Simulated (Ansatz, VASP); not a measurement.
# Te2Mo: VASP beside Ansatz

```
Te Mo
1.0
     3.50388    0.00000    0.00000
    -1.75194    3.03445    0.00000
     0.00000    0.00000   24.76772
Te Mo
4 2
Direct
  0.33333 0.66667 0.18169
  0.33333 0.66667 0.32841
  0.66667 0.83333 0.49112
  0.66667 0.83333 0.63784
  0.66667 0.33333 0.25505
  0.33333 0.16667 0.56448
```

Alike in both runs: task single point; functional PBE; dispersion D3(BJ); k mesh 9 × 9 × 1; occupations gaussian, width 0.05 eV; no spin polarisation.

|  | VASP | Ansatz |
| --- | --- | --- |
| version | VASP 6.6.1 | Ansatz 0.2.0 |
| potentials or method | VASP PAW PBE potentials, release 64 (Te, Mo_sv), cutoff 520 eV | scalar-relativistic, plane waves, PAW |
| valence electrons in the cell | 52 | 92 |

Ansatz gave:

| Item | Value |
| --- | --- |
| gap on the k mesh at the Fermi level (eV) | 1.17 |
| least direct gap on the mesh (eV) | 1.18 |
| rms of the force components (eV/Å) | 0.024 |

Which values does VASP return?

gap on the k mesh at the Fermi level (eV): 1.17; least direct gap on the mesh (eV): 1.18; rms of the force components (eV/Å): 0.028.

VASP's potentials hold 52 valence electrons a cell and Ansatz's 92, so a difference there can come from the potentials and not from the codes.

Spin-orbit coupling is off throughout.
